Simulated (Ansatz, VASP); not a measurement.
# Cr2GeN2 in VASP and in Ansatz

```
CELL_PARAMETERS angstrom
2.03463 1.17469 3.75953
-2.03463 1.17469 3.75953
0.00000 -2.34939 3.75953
ATOMIC_POSITIONS crystal
Cr 0.72620 0.72620 0.72620
Cr 0.27380 0.27380 0.27380
Ge 0.50000 0.50000 0.50000
N 0.88467 0.88467 0.88467
N 0.11533 0.11533 0.11533
```

Alike in both runs: functional PBE; k mesh 12 × 12 × 12; occupations gaussian, width 0.1 eV; no spin polarisation.

Ansatz relaxed the structure, and its values are those at the end. VASP's run is a single point on that final structure, the one shown.

|  | VASP | Ansatz |
| --- | --- | --- |
| version | VASP 6.6.1 | Ansatz 0.2.0 |
| potentials or method | VASP PAW PBE potentials, release 64 (Cr_pv, Ge_d, N), cutoff 600 eV | scalar-relativistic, plane waves, PAW |
| valence electrons in the cell | 48 | 52 |

VASP gave:

| Item | Value |
| --- | --- |
| gap on the k mesh at the Fermi level (eV) | none |
| pressure (GPa) | 0.0 |
| rms of the force components (eV/Å) | 0.037 |

**Question.** Estimate Ansatz's values.

**Answer.** gap on the k mesh at the Fermi level (eV): none; pressure (GPa): 0.0; rms of the force components (eV/Å): 0.000.

A gap of «none» marks a metal or a gap that the smearing closes. VASP's potentials hold 48 valence electrons a cell and Ansatz's 52, so a difference there can come from the potentials and not from the codes.
